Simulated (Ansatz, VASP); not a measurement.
SrB4: VASP beside Ansatz

The input INCAR:

```
PREC = Accurate ; ENCUT = 520
EDIFF = 1E-6 ; ISMEAR = -1
SIGMA = 0.1 ; LREAL = F
LASPH = T ; NELM = 100
ALGO = Normal ; ISIF = 2
LWAVE = F ; LCHARG = F
GGA = PS ; NBANDS = 19
```

Contents of KPOINTS:

```
Automatic mesh
0
Gamma
  5 5 5
```

Contents of POSCAR:

```
SrB4
1.0
    0.0000000000      3.6881970000      0.0000000000
    3.6881970000      0.0000000000      0.0000000000
    1.8440990000      1.8440990000     -4.4648790000
Sr B
1 4
Direct
    0.0000000000      0.0000000000      0.0000000000
    0.3800000000      0.3800000000      0.2400000000
    0.6200000000      0.6200000000      0.7600000000
    0.7500000000      0.2500000000      0.5000000000
    0.2500000000      0.7500000000      0.5000000000
```

Input for Ansatz:

```yaml
crystal:
  lattice:
    - [0.0, 3.688197, 0.0]
    - [3.688197, 0.0, 0.0]
    - [1.844099, 1.844099, -4.464879]
  atoms:
    - { symbol: Sr, position: [0.0, 0.0, 0.0] }
    - { symbol: B, position: [0.38, 0.38, 0.24] }
    - { symbol: B, position: [0.62, 0.62, 0.76] }
    - { symbol: B, position: [0.75, 0.25, 0.5] }
    - { symbol: B, position: [0.25, 0.75, 0.5] }
  symmetry: { tolerance: 0.0003 }
kpoints:
  mp_grid: { grid: [5, 5, 5], shift: [0, 0, 0] }
magnetization:
  spin_polarized: false
scf:
  occupations: { method: fermi_dirac }
hamiltonian:
  pseudopotentials: { kind: paw }
  xc: pbesol
basis:
  ecutwfc: 420
output:
  forces: true
  stress: true
  eigenvalues: true
```

Alike in both runs: task single point; functional PBEsol; k mesh 5 × 5 × 5; no spin polarisation.

|  | VASP | Ansatz |
| --- | --- | --- |
| version | VASP 6.6.1 | Ansatz 0.2.0 |
| potentials or method | VASP PAW PBE potentials, release 64 (Sr_sv, B), cutoff 520 eV | PAW plane waves |
| occupations | fermi-dirac, width 0.1 eV | fermi-dirac |
| valence electrons in the cell | 22 | 22 |

```tsv
	VASP	Ansatz	Ansatz less VASP
gap on the k mesh at the Fermi level (eV)	none	none	-
pressure (GPa)	-24.0	-24.4	-0.37
traceless stress, the component that is largest in VASP (GPa)	-3.73	-3.78	-0.050
rms of the force components (eV/Å)	0.516	0.512	-0.0038
```

VASP's potentials were made for PBE, not for PBEsol. Atom by atom the forces differ by 0.004 eV/Å (rms over components). A gap of «none» marks a metal or a gap that the smearing closes.

The k mesh is coarse, so the values compare programs but aren't converged.
